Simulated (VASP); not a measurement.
Here is a VASP 6.6.1 calculation.

File INCAR:

```
PREC = Accurate
ENCUT = 600
EDIFF = 1E-6
ISMEAR = -1
SIGMA = 0.02
LREAL = F
LASPH = T
NELM = 80
ALGO = Normal
ISIF = 3
LWAVE = F
LCHARG = F
GGA = PS
IBRION = 2
NSW = 80
EDIFFG = -0.005
```

Contents of KPOINTS:

```
regular mesh
0
Gamma
  10 10 10
```

Contents of POSCAR:

```
MgO
1.0
    0.0000000000      2.1267050319      2.1267050319
    2.1267050319      0.0000000000      2.1267050319
    2.1267050319      2.1267050319      0.0000000000
Mg O
1 1
Direct
    0.0000000000      0.0000000000      0.0000000000
    0.5000000000      0.5000000000      0.5000000000
```

Potentials or basis: VASP PAW PBE potentials, release 64 (Mg, O).

The run is started by

```bash
$ cat potpaw_PBE.64/Mg/POTCAR potpaw_PBE.64/O/POTCAR > POTCAR
$ mpirun -np 1 vasp_std > vasp.out
```

Task: Estimate the band gap on the k mesh.

Result: 4.67 eV, direct.

Task: Estimate the relaxed volume.

Result: 9.31 Å³/atom.

Task: Estimate the space group after relaxing (to 0.05 Å).

Result: Fm-3m (No. 225).

Task: Predict the relaxed cell.

Result: a = 2.975 Å, b = 2.975 Å, c = 2.975 Å, α = 60.00°, β = 60.00°, γ = 60.00°.

The path:
| step | energy change (eV) | largest force (eV/Å) | pressure (GPa) | volume (Å³) |
| --- | --- | --- | --- | --- |
| 1 | 0.0000 | 0.0000 | -4.88 | 19.24 |
| 2 | -0.0086 | 0.0000 | 1.68 | 18.43 |
| 3 | -0.0096 | 0.0000 | 0.00 | 18.62 |

Caveat: the PAW data sets were made with another functional, which shifts forces and pressure a little.
